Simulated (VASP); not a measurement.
Wanted: the native input for a VASP 6.6.1 run.

```yaml
Task: single point
Functional: r2SCAN
Potentials_or_basis: VASP PAW PBE potentials, release 64 (Cd, Te)
Cutoff: 550 eV
k_mesh: 6 × 6 × 6
Occupations: gaussian, width 0.01 eV
Spin: no spin polarisation
Dipole_correction: no
Further_INCAR_settings: ALGO = Normal; EDIFF = 1e-06; NBANDS = 16
```

The system is CdTe.

```
Cd Te
1.0
     3.29426    3.29426    0.00000
    -3.29426    3.29426    0.00000
     0.00000    3.29426    3.26804
Cd Te
1 1
Direct
  0.00000 0.00000 0.00000
  0.75000 0.25000 0.50000
```

This cell differs from its parent crystal: in-plane strain +0.005.

These files were run (other wordings do the same):

POSCAR

```
CdTe
1.0
    3.2942631865      3.2942631865      0.0000000000
   -3.2942631865      3.2942631865      0.0000000000
    0.0000000000      3.2942631865      3.2680401960
Cd Te
1 1
Direct
    0.0000000000      0.0000000000      0.0000000000
    0.7500000000      0.2500000000      0.5000000000
```

INCAR.step1

```
PREC = Accurate
ENCUT = 550
ISMEAR = 0
SIGMA = 0.01
LREAL = F
LASPH = T
NELM = 120
NBANDS = 16
GGA = PE
ALGO = Normal
EDIFF = 1E-5
LWAVE = T
LCHARG = F
GGA_COMPAT = F
```

INCAR.step2

```
PREC = Accurate
ENCUT = 550
EDIFF = 1E-6
ISMEAR = 0
SIGMA = 0.01
LREAL = F
LASPH = T
NELM = 120
ALGO = Normal
ISIF = 2
LWAVE = F
LCHARG = F
METAGGA = R2SCAN
LMIXTAU = T
NBANDS = 16
ISTART = 1
GGA_COMPAT = F
```

KPOINTS

```
Automatic mesh
0
Gamma
  6 6 6
```

Potentials or basis: VASP PAW PBE potentials, release 64 (Cd, Te).

Run with:

```console
$ cat potpaw_PBE.64/Cd/POTCAR potpaw_PBE.64/Te/POTCAR > POTCAR
$ cp INCAR.step1 INCAR
$ mpirun -np 1 vasp_std > vasp.out
$ cp INCAR.step2 INCAR
$ mpirun -np 1 vasp_std > vasp.out
```

Results of the run:

```json
{
 "Pressure": "-0.2 GPa",
 "Band gap on the k mesh": "1.12 eV"
}
```

Caveat: the cell differs from its parent crystal (in-plane strain +0.005); the PAW data sets were made with another functional, which shifts forces and pressure a little; spin-orbit coupling is left out, which moves the levels of the heavy elements.

Run time: 120 s on 1 thread of AMD EPYC 9R45 96-Core Processor (Zen 5), with other jobs on the host, peak memory 0.2 GiB.
